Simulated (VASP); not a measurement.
# KBe7 (Pmmm) in VASP: a series of runs

The runs below take KBe7 through single point, with PBE.

All numbers are computed with VASP 6.6.1; they aren't measurements. Logs are shortened: lines on timing, memory, paths and dates and some standing lists are left out, and cuts for length are marked.

### 1 The cell of the first run

The structure is orthorhombic, space group Pmmm (No. 47). The conventional cell has a = 2.442 Å, b = 2.900 Å, c = 12.523 Å, α = 90.00°, β = 90.00°, γ = 90.00°. Within 3.4 Å of K (site symmetry mmm) lie 4 K at 2.44 to 2.90 Å and 8 Be at 3.32 Å. Within 2.9 Å of Be (site symmetry mm2) lie 9 Be at 2.21 to 2.90 Å. Within 2.9 Å of Be (site symmetry mm2) lie 13 Be at 2.21 to 2.90 Å. Be (site symmetry mm2) has 14 Be at 2.23 to 2.90 Å within 3.0 Å. Within 3.0 Å of Be (site symmetry mmm) lie 14 Be at 2.26 to 2.90 Å.

### 2 Single point, PBE

Input file INCAR:

```
SYSTEM = KBe7
ALGO = Normal ; EDIFF = 1E-7
ENCUT = 520 ; GGA = PE
ISIF = 2 ; ISMEAR = 0
LASPH = .True. ; LCHARG = .False.
LREAL = .False. ; LWAVE = .False.
NBANDS = 22 ; NELM = 60
PREC = Accurate ; SIGMA = 0.1
```

Input file KPOINTS:

```
k-points
0
Gamma
  6 4 2
  0 0 0
```

Input file POSCAR:

```
KBe7
1.0
    2.4416783331      0.0000000000      0.0000000000
    0.0000000000      2.8998569086      0.0000000000
    0.0000000000      0.0000000000     12.5233450420
K Be
1 7
Direct
    0.0000000000      0.0000000000      0.0000000000
    0.5000000000      0.5000000000      0.7824653692
    0.0000000000      0.0000000000      0.6922533682
    0.5000000000      0.5000000000      0.5977464390
    0.0000000000      0.0000000000      0.5000000000
    0.5000000000      0.5000000000      0.4022535610
    0.0000000000      0.0000000000      0.3077466318
    0.5000000000      0.5000000000      0.2175346308
```

Potentials or basis: VASP PAW PBE potentials, release 64 (K_sv, Be).

On the command line:

```console
$ cat potpaw_PBE.64/K_sv/POTCAR potpaw_PBE.64/Be/POTCAR > POTCAR
$ mpirun -np 1 vasp_std > vasp.out
```

OUTCAR:

```text
SYSTEM = KBe7
   EDIFF = 1E-7
   ENCUT = 520
   GGA = PE
   ISIF = 2
   ISMEAR = 0
   LASPH = .True.
   LREAL = .False.
   NELM = 60
   PREC = Accurate

 ion  position               nearest neighbor table
   1  0.000  0.000  0.000-
   2  0.500  0.500  0.782-   3 2.21   3 2.21   3 2.21   3 2.21   4 2.31
   3  0.000  0.000  0.692-   2 2.21   2 2.21   2 2.21   2 2.21   4 2.23   4 2.23   4 2.23   4 2.23

   4  0.500  0.500  0.598-   3 2.23   3 2.23   3 2.23   3 2.23   5 2.26   5 2.26   5 2.26   5 2.26
                             2 2.31
   5  0.000  0.000  0.500-   4 2.26   6 2.26   4 2.26   6 2.26   4 2.26   6 2.26   4 2.26   6 2.26

   6  0.500  0.500  0.402-   7 2.23   7 2.23   7 2.23   7 2.23   5 2.26   5 2.26   5 2.26   5 2.26
                             8 2.31
   7  0.000  0.000  0.308-   8 2.21   8 2.21   8 2.21   8 2.21   6 2.23   6 2.23   6 2.23   6 2.23

   8  0.500  0.500  0.218-   7 2.21   7 2.21   7 2.21   7 2.21   6 2.31

  LATTYP: Found a simple orthorhombic cell.
 ALAT       =     2.4416783331
 B/A-ratio  =     1.1876490319
 C/A-ratio  =     5.1289905276

  Lattice vectors:

 A1 = (   2.4416783331,   0.0000000000,   0.0000000000)
 A2 = (   0.0000000000,   2.8998569086,   0.0000000000)
 A3 = (   0.0000000000,   0.0000000000,  12.5233450420)

Analysis of symmetry for initial positions (statically):
=====================================================================
 Subroutine PRICEL returns:
 Original cell was already a primitive cell.

 Routine SETGRP: Setting up the symmetry group for a
 simple orthorhombic supercell.

 Subroutine GETGRP returns: Found  8 space group operations
 (whereof  8 operations were pure point group operations)
 out of a pool of  8 trial point group operations.

The static configuration has the point symmetry D_2h.

Analysis of symmetry for dynamics (positions and initial velocities):
=====================================================================
 Subroutine PRICEL returns:
 Original cell was already a primitive cell.

 Routine SETGRP: Setting up the symmetry group for a
 simple orthorhombic supercell.

 Subroutine GETGRP returns: Found  8 space group operations
 (whereof  8 operations were pure point group operations)
 out of a pool of  8 trial point group operations.

The dynamic configuration has the point symmetry D_2h.

 Subroutine INISYM returns: Found  8 space group operations
 (whereof  8 operations are pure point group operations),
 and found     1 'primitive' translations

----------------------------------------------------------------------------------------

                                     Primitive cell

  volume of cell :      88.6718

  direct lattice vectors                    reciprocal lattice vectors
     2.441678333  0.000000000  0.000000000     0.409554357  0.000000000  0.000000000
     0.000000000  2.899856909  0.000000000     0.000000000  0.344844601  0.000000000
     0.000000000  0.000000000 12.523345042     0.000000000  0.000000000  0.079850870

  length of vectors
     2.441678333  2.899856909 12.523345042     0.409554357  0.344844601  0.079850870

  position of ions in fractional coordinates (direct lattice)
     0.000000000  0.000000000  0.000000000
     0.500000000  0.500000000  0.782465369
     0.000000000  0.000000000  0.692253368
     0.500000000  0.500000000  0.597746439
     0.000000000  0.000000000  0.500000000
     0.500000000  0.500000000  0.402253561
     0.000000000  0.000000000  0.307746632
     0.500000000  0.500000000  0.217534631

  ion indices of the primitive-cell ions
   primitive index   ion index
                 1           1
                 2           2
                 3           3
                 4           4
                 5           5
                 6           6
                 7           7
                 8           8

----------------------------------------------------------------------------------------

 KPOINTS: k-points

Automatic generation of k-mesh.
 Grid dimensions read from file:
 generate k-points for:    6    4    2

 Generating k-lattice:

  Cartesian coordinates                     Fractional coordinates (reciprocal lattice)
     0.068259060  0.000000000  0.000000000     0.166666667  0.000000000  0.000000000
     0.000000000  0.086211150  0.000000000     0.000000000  0.250000000  0.000000000
     0.000000000  0.000000000  0.039925435     0.000000000  0.000000000  0.500000000

  Length of vectors
     0.068259060  0.086211150  0.039925435

  Shift w.r.t. Gamma in fractional coordinates (k-lattice)
     0.000000000  0.000000000  0.000000000

 Subroutine IBZKPT returns following result:
 ===========================================

 Found     24 irreducible k-points:

 Following reciprocal coordinates:
            Coordinates               Weight
  0.000000  0.000000  0.000000      1.000000
  0.166667  0.000000  0.000000      2.000000
  0.333333  0.000000  0.000000      2.000000
  0.500000  0.000000  0.000000      1.000000
  0.000000  0.250000  0.000000      2.000000
  0.166667  0.250000  0.000000      4.000000
[... 16 lines left out ...]
  0.333333  0.500000  0.500000      2.000000
  0.500000  0.500000  0.500000      1.000000
   k-points           NKPTS =     24   k-points in BZ     NKDIM =     24   number of bands    NBANDS=     22
   number of dos      NEDOS =    301   number of ions     NIONS =      8
   total plane-waves  NPLWV =  41472
   dimension x,y,z NGX =    18 NGY =   24 NGZ =   96
   dimension x,y,z NGXF=    36 NGYF=   48 NGZF=  192
   ions per type =               1   7
   NGX,Y,Z   is equivalent  to a cutoff of  12.26, 13.76, 12.74 a.u.
   NGXF,Y,Z  is equivalent  to a cutoff of  24.51, 27.52, 25.49 a.u.
 SYSTEM =  KBe7
   PREC   = accura    normal or accurate (medium, high low for compatibility)
   ISTART =      0    job   : 0-new  1-cont  2-samecut
   ICHARG =      2    charge: 1-file 2-atom 10-const
   ISPIN  =      1    spin polarized calculation?
   LNONCOLLINEAR =      F non collinear calculations
   LSORBIT =      F    spin-orbit coupling
   LASPH  =      T    aspherical Exc in radial PAW
   ENCUT  =  520.0 eV  38.22 Ry    6.18 a.u.   4.54  5.39 23.29*2*pi/ulx,y,z
   NELM   =     60;   NELMIN=  2; NELMDL= -5     # of ELM steps
   EDIFF  = 0.1E-06   stopping-criterion for ELM
   LREAL  =      F    real-space projection
   EDIFFG = 0.1E-05   stopping-criterion for IOM
   NSW    =      0    number of steps for IOM
   IBRION =     -1    ionic relax: 0-MD 1-quasi-New 2-CG
   NFREE  =      0    steps in history (QN), initial steepest desc. (CG)
   ISIF   =      2    stress and relaxation
   ISYM   =      2    0-nonsym 1-usesym 2-fastsym
   POTIM  = 0.5000    time-step for ionic-motion
   TEBEG  =    0.0;   TEEND  =   0.0 temperature during run
   PSTRESS=    0.0 pullay stress
   NELECT =      23.0000    total number of electrons
   NUPDOWN=      -1.0000    fix difference up-down
   EMIN   =  10.00;   EMAX   =-10.00  energy-range for DOS
   EFERMI =   0.00;   METHOD = LEGACY
   ISMEAR =     0;   SIGMA  =   0.10  broadening in eV -4-tet -1-fermi 0-gaus
   EFERMI_NEDOS =   21; number of points for ismear=-14 and -15
   IALGO  =     38    algorithm
   IMIX   =      4    mixing-type and parameters
     AMIX     =   0.40;   BMIX     =  1.00
     AMIX_MAG =   1.60;   BMIX_MAG =  1.00
  volume/ion in A,a.u.               =      11.08        74.80
  Fermi-wavevector in a.u.,A,eV,Ry     =   1.044052  1.972973 14.830970  1.090046
  Thomas-Fermi vector in A             =   2.178788
   LORBIT       =      0    0 simple, 1 ext, 2 COOP (PROOUT), +10 PAW based schemes
   GGA     = PE    functional components
   LHFCALC =     F    Hartree Fock is set to
   AEXX    =    0.0000 exact exchange contribution
   IVDW    =     0    specifies the selected vdW correction
   LEPSILON=     F    determine dielectric tensor
   LRPA    =     F    only Hartree local field effects (RPA)
 non-spin polarized calculation
 Gauss-broadening in eV      SIGMA  =   0.10
  energy-cutoff  :      520.00
  volume of cell :       88.67
 maximum number of plane-waves:      2415
   NGX =  9   NGY = 11   NGZ = 47

 number of electron      23.0000001 magnetization

 Free energy of the ion-electron system (eV)
  ---------------------------------------------------
  ext. energy  EPLUGINS =         0.00000000
  ---------------------------------------------------
  free energy    TOTEN  =       -23.98452960 eV

  energy without entropy =      -23.97309404  energy(sigma->0) =      -23.97881182

 E-fermi :   5.0198     XC(G=0):  -9.8404

 val. band max:        5.0057489753   @ k =   0.0000   0.2500   0.0000
 cond. band min:       5.1710617126   @ k =   0.3333   0.5000   0.0000
 fundamental gap:      0.1653127373
 Fermi energy:         5.0198192419

 k-point     1 :       0.0000    0.0000    0.0000
  band No.  band energies     occupation
      1     -28.0521      2.00000
      2     -11.1716      2.00000
      3     -10.2654      2.00000
      4      -8.4732      2.00000
      5      -5.7163      2.00000
      6      -4.5714      2.00000
[... 14 lines left out ...]
     21      13.0333      0.00000
     22      13.2249      0.00000

 k-point     2 :       0.1667    0.0000    0.0000
  band No.  band energies     occupation
      1     -27.7711      2.00000
      2     -10.9332      2.00000
      3     -10.0886      2.00000
      4      -9.9864      2.00000
      5      -5.1900      2.00000
      6      -4.0518      2.00000
[... 14 lines left out ...]
     21      12.1178      0.00000
     22      13.1302      0.00000
[... 523 lines left out ...]
     21       9.5946      0.00000
     22      10.8678      0.00000

 k-point    24 :       0.5000    0.5000    0.5000
  band No.  band energies     occupation
      1     -26.4732      2.00000
      2     -13.2692      2.00000
      3     -11.2014      2.00000
      4      -9.8655      2.00000
      5       0.8126      2.00000
      6       0.8569      2.00000
[... 14 lines left out ...]
     21       8.5400      0.00000
     22       8.8991      0.00000

------------------------ aborting loop because EDIFF is reached ----------------------------------------

  FORCE on cell =-STRESS in cart. coord.  units (eV):
  Direction    XX          YY          ZZ          XY          YZ          ZX
  --------------------------------------------------------------------------------------
  -------------------------------------------------------------------------------------
  Total        0.4055881     -0.0132158      0.1874976     -0.0000000      0.0000000      0.0000000
  in kB        7.3284204     -0.2387907      3.3878241     -0.0000000      0.0000000      0.0000000
  external PRESSURE =       3.4924846 kB  Pullay stress =       0.0000000 kB

 VOLUME and BASIS-vectors are now :
 -----------------------------------------------------------------------------
  energy-cutoff  :      520.00
  volume of cell :       88.67
      direct lattice vectors                 reciprocal lattice vectors
     2.441678333  0.000000000  0.000000000     0.409554357  0.000000000  0.000000000
     0.000000000  2.899856909  0.000000000     0.000000000  0.344844601  0.000000000
     0.000000000  0.000000000 12.523345042     0.000000000  0.000000000  0.079850870

 POSITION                                       TOTAL-FORCE (eV/Angst)
 -----------------------------------------------------------------------------------
      0.00000      0.00000      0.00000         0.000000      0.000000      0.000000
      1.22084      1.44993      9.79908         0.000000      0.000000      0.011386
      0.00000      0.00000      8.66933         0.000000      0.000000     -0.012339
      1.22084      1.44993      7.48578         0.000000     -0.000000      0.031349
      0.00000      0.00000      6.26167         0.000000      0.000000      0.000000
      1.22084      1.44993      5.03756         0.000000      0.000000     -0.031349
      0.00000      0.00000      3.85402         0.000000      0.000000      0.012339
      1.22084      1.44993      2.72426         0.000000      0.000000     -0.011386
 -----------------------------------------------------------------------------------
    total drift:                               -0.000000     -0.000000      0.000000

  FREE ENERGIE OF THE ION-ELECTRON SYSTEM (eV)
  ---------------------------------------------------
  free  energy   TOTEN  =       -23.9845295990 eV

  energy  without entropy=      -23.9730940433  energy(sigma->0) =      -23.97881182
```

Wall time 24 s (1 thread of Intel Xeon 6975P-C (Granite Rapids), shared host); peak memory 0.2 GiB.

Results:

| Quantity | Value |
| --- | --- |
| Free energy | -23.9845 eV |
| Pressure | 0.3 GPa |
| Largest force | 0.031 eV/Å |
| Band gap on the k mesh | zero (an odd number of electrons rules out a gap without spin polarisation) |

Forces in eV/Å, atoms in the order of the input:
```
K    0.000  0.000  0.000
Be   0.000  0.000  0.011
Be   0.000  0.000 -0.012
Be   0.000  0.000  0.031
Be   0.000  0.000  0.000
Be   0.000  0.000 -0.031
Be   0.000  0.000  0.012
Be   0.000  0.000 -0.011
```

Stress tensor (GPa, compression positive):
```
 0.73  0.00  0.00
 0.00 -0.02  0.00
 0.00  0.00  0.34
```

Caveat: the k points lie up to 0.54 Å⁻¹ apart, too coarse for converged energies and pressures of a metal.

### 3 Single point, PBE

This run uses another cell than the first one, of 15.28 Å³/atom.

Input file INCAR:

```
PREC = Accurate ; ENCUT = 520
EDIFF = 1E-6 ; ISMEAR = 0
SIGMA = 0.1 ; LREAL = F
LASPH = T ; NELM = 100
ALGO = Normal ; ISIF = 2
LWAVE = F ; LCHARG = F
GGA = PE ; NBANDS = 22
```

Input file KPOINTS:

```
regular mesh
0
Gamma
  6 4 2
```

Input file POSCAR:

```
KBe7
1.0
    2.7855437200      0.0000000000      0.0000000000
    0.0000000000      3.9393537000      0.0000000000
    0.0000000000      0.0000000000     11.1421748600
K Be
1 7
Direct
    0.0000000000      0.0000000000      0.0000000000
    0.5000000000      0.5000000000      0.8750000000
    0.0000000000      0.0000000000      0.7500000000
    0.5000000000      0.5000000000      0.6250000000
    0.0000000000      0.0000000000      0.5000000000
    0.5000000000      0.5000000000      0.3750000000
    0.0000000000      0.0000000000      0.2500000000
    0.5000000000      0.5000000000      0.1250000000
```

Potentials or basis: VASP PAW PBE potentials, release 64 (K_sv, Be).

On the command line:

```console
$ cat potpaw_PBE.64/K_sv/POTCAR potpaw_PBE.64/Be/POTCAR > POTCAR
$ mpirun -np 1 vasp_std > vasp.out
```

It took 29 s on 1 thread of Intel Xeon 6975P-C (Granite Rapids), shared host; peak memory 0.24 GiB.

Results (log left out):

| Quantity | Value |
| --- | --- |
| Free energy | -17.7717 eV |
| Pressure | -11.3 GPa |
| Largest force | 1.905 eV/Å |
| Band gap on the k mesh | zero (an odd number of electrons rules out a gap without spin polarisation) |

Forces in eV/Å, atoms in the order of the input:
```
K    0.000  0.000  0.000
Be   0.000  0.000 -1.905
Be   0.000  0.000 -0.819
Be   0.000  0.000 -0.234
Be   0.000  0.000  0.000
Be   0.000  0.000  0.234
Be   0.000  0.000  0.819
Be   0.000  0.000  1.905
```

Stress tensor (GPa, compression positive):
```
-17.29   0.00   0.00
  0.00  -7.25   0.00
  0.00   0.00  -9.40
```

Levels at points of the mesh, in eV from the Fermi level:
| k point | band 7 | band 8 | band 9 | band 10 | band 11 | band 12 | band 13 | band 14 | band 15 | band 16 |
| --- | --- | --- | --- | --- | --- | --- | --- | --- | --- | --- |
| (0.00, 0.00, 0.00) | -5.75 | -3.08 | -2.92 | -0.66 | -0.18 | 0.37 | 1.52 | 2.26 | 2.36 | 2.71 |
| (0.50, 0.00, 0.00) | -2.99 | -2.50 | -1.95 | -1.79 | -0.14 | 0.51 | 1.09 | 1.83 | 2.36 | 3.84 |
| (0.00, 0.50, 0.00) | -4.90 | -4.39 | -3.72 | -3.32 | -1.34 | -1.30 | -1.23 | 1.22 | 2.82 | 3.52 |
| (0.50, 0.50, 0.00) | -1.83 | -1.70 | -1.59 | -0.43 | -0.37 | -0.31 | -0.04 | 0.03 | 0.39 | 0.86 |
| (0.00, 0.00, 0.50) | -4.94 | -4.42 | -1.62 | -0.76 | -0.45 | 0.15 | 0.99 | 2.38 | 2.48 | 3.32 |
| (0.50, 0.00, 0.50) | -2.89 | -2.83 | -1.93 | -1.15 | -0.83 | 0.24 | 1.84 | 1.87 | 2.89 | 3.32 |
| (0.00, 0.50, 0.50) | -4.82 | -4.68 | -3.74 | -2.51 | -2.17 | -2.03 | 0.11 | 1.11 | 2.01 | 3.05 |
| (0.50, 0.50, 0.50) | -1.82 | -1.47 | -1.34 | -0.53 | -0.49 | -0.45 | -0.38 | 0.21 | 0.36 | 0.76 |

Caveat: the k points lie up to 0.40 Å⁻¹ apart, too coarse for converged energies and pressures of a metal; forces of over 1 eV/Å act on the atoms, so gaps and moduli don't describe the material at rest.

[end of part 1 of 2]

The gap in the log of VASP goes by the Fermi energy; the results here count the filled bands.